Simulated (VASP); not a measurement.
Set up this calculation in VASP 6.6.1, as the native input.

```yaml
Task: single point
Functional: PBE
Potentials_or_basis: VASP PAW PBE potentials, release 64 (Co, O)
Cutoff: 520 eV
k_mesh: 10 × 10 × 10
Occupations: fermi-dirac, width 0.05 eV
Spin: no spin polarisation
Dipole_correction: no
Further_INCAR_settings: ALGO = Normal; EDIFF = 1e-06; NBANDS = 14
```

The structure of CoO lies in POSCAR:

```
CoO
1.0
    2.5705263100      0.0000000000      0.0000000000
    0.0000000000      2.5705263100      0.0000000000
    0.0000000000      0.0000000000      2.5705263100
Co O
1 1
Direct
    0.0000000000      0.0000000000      0.0000000000
    0.5000000000      0.5000000000      0.5000000000
```

These files were run (other wordings do the same):

INCAR

```
SYSTEM = CoO
PREC = Accurate
ENCUT = 520
EDIFF = 1E-6
ISMEAR = -1
SIGMA = 0.05
LREAL = .FALSE.
LASPH = .TRUE.
NELM = 100
ALGO = Normal
ISIF = 2
LWAVE = .FALSE.
LCHARG = .FALSE.
GGA = PE
NBANDS = 14
```

KPOINTS

```
Automatic mesh
0
G
  10 10 10
  0 0 0
```

Potentials or basis: VASP PAW PBE potentials, release 64 (Co, O).

Launch:

```sh
$ cat potpaw_PBE.64/Co/POTCAR potpaw_PBE.64/O/POTCAR > POTCAR
$ mpirun -np 1 vasp_std > vasp.out
```

Results of the run:

```json
{
  "Pressure": "-4.0 GPa"
}
```

Caveat: an odd number of electrons without spin polarisation forces a metal; a magnetic or distorted state may lie lower; the run has no spin polarisation, though such a crystal can be magnetic.

Wall time 18 s on 1 thread of Intel Xeon 8259CL, on a shared host, peak memory 0.13 GiB.
